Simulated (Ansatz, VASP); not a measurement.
**One calculation of W2I, two programs**

```
CELL_PARAMETERS angstrom
4.57758 0.00000 0.00000
-2.28879 3.96430 0.00000
0.00000 0.00000 3.29168
ATOMIC_POSITIONS crystal
W 0.33333 0.66667 0.50000
W 0.66667 0.33333 0.50000
I 0.00000 0.00000 0.00000
```

Alike in both runs: functional PBE; k mesh 6 × 6 × 6; occupations gaussian, width 0.1 eV; no spin polarisation.

Ansatz relaxed the structure, and its values are those at the end. VASP's run is a single point on that final structure, the one shown.

|  | VASP | Ansatz |
| --- | --- | --- |
| version | VASP 6.6.1 | Ansatz 0.2.0 |
| potentials or method | VASP PAW PBE potentials, release 64 (W_sv, I), cutoff 520 eV | scalar-relativistic, plane waves, PAW |
| valence electrons in the cell | 35 | 45 |

Ansatz gave:

| Property | Result |
| --- | --- |
| gap on the k mesh at the Fermi level (eV) | none |
| pressure (GPa) | 0.0 |

**Question.** Estimate VASP's values.

**Answer.** gap on the k mesh at the Fermi level (eV): none; pressure (GPa): 0.2.

A gap of «none» marks a metal or a gap that the smearing closes. VASP's potentials hold 35 valence electrons a cell and Ansatz's 45, so a difference there can come from the potentials and not from the codes.

Spin-orbit coupling is off throughout.
